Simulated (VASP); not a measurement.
## WSe2: single point with PBE+D3(BJ)

Crystal: WSe2.

```
W Se
1.0
     3.32779    0.00000    0.00000
    -1.66389    2.88195    0.00000
     0.00000    0.00000    6.80166
W Se
1 2
Direct
  0.00000 0.00000 0.00000
  0.33333 0.66667 0.27624
  0.33333 0.66667 0.72376
```

This cell differs from its parent crystal: c/a of the conventional cell at fixed volume 2.0439.

- Program: VASP 6.6.1
- Task: single point
- Functional: PBE
- Dispersion: D3(BJ)
- Potentials or basis: VASP PAW PBE potentials, release 64 (W_sv, Se)
- Cutoff: 520 eV
- k mesh: 9 × 9 × 4
- Occupations: gaussian, width 0.05 eV
- Spin: no spin polarisation
- Dipole correction: no
- Further INCAR settings: ALGO = Normal; EDIFF = 1e-07; NBANDS = 20

| Item | Value |
| --- | --- |
| Pressure | -13.4 GPa |
| Largest force | 3.188 eV/Å |
| Band gap on the k mesh | 0.58 eV, indirect (least direct gap 1.28 eV) |
| Dispersion energy per atom | -0.432 eV |

Forces on the atoms (eV/Å):
```
W    0.000  0.000  0.000
Se   0.000  0.000 -3.188
Se   0.000  0.000  3.188
```

Stress tensor (GPa, compression positive):
```
-10.38   0.00   0.00
  0.00 -10.38   0.00
  0.00   0.00 -19.33
```

Levels at points of the mesh, in eV from the valence-band top:
```tsv
k point	band 9	band 10	band 11	band 12	band 13	band 14	band 15	band 16	band 17	band 18
(0.00, 0.00, 0.00)	-1.68	-1.51	-1.00	-0.68	-0.68	2.14	2.14	2.66	2.66	3.97
(0.00, 0.00, 0.50)	-1.62	-1.62	-0.80	-0.80	-0.21	2.33	2.33	2.55	2.55	5.19
```

Run time: 27 s on 1 thread of Intel(R) Xeon(R) 6975P-C (Granite Rapids) (shared host), peak memory 0.22 GiB.

Caveat: spin-orbit coupling is left out, which moves the levels of the heavy elements; forces of over 1 eV/Å act on the atoms, so gaps and moduli don't describe the material at rest. A k mesh can miss the band edges.
